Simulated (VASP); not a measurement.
Pt, 1 atom in the cell. Symmetry: Fm-3m, No. 225, cubic system. Conventional cell: a = 3.948 Å, b = 3.948 Å, c = 3.948 Å, α = 90.00°, β = 90.00°, γ = 90.00°. Within 3.7 Å of Pt (site symmetry m-3m) lie 12 Pt at 2.79 Å. 

| Item | Value |
| --- | --- |
| Program | VASP 6.6.1 |
| Task | single point |
| Functional | PBE |
| Potentials or basis | VASP PAW PBE potentials, release 64 (Pt) |
| Cutoff | 500 eV |
| k mesh | 13 × 13 × 13 |
| Occupations | fermi-dirac, width 0.05 eV |
| Spin | no spin polarisation |
| Dipole correction | no |
| Further INCAR settings | ALGO = Normal; EDIFF = 1e-06; NBANDS = 11 |

Potentials or basis: VASP PAW PBE potentials, release 64 (Pt).

Command:

```bash
$ cat potpaw_PBE.64/Pt/POTCAR > POTCAR
$ mpirun -np 1 vasp_std > vasp.out
```

Hardware: 1 thread of Intel Xeon 8259CL, with other jobs on the host.

Question: Estimate the wall time of this run.

Answer: Wall time 17 s on 1 thread of Intel Xeon 8259CL, with other jobs on the host, peak memory 0.13 GiB. Counts: scf iterations 11, k points 84.
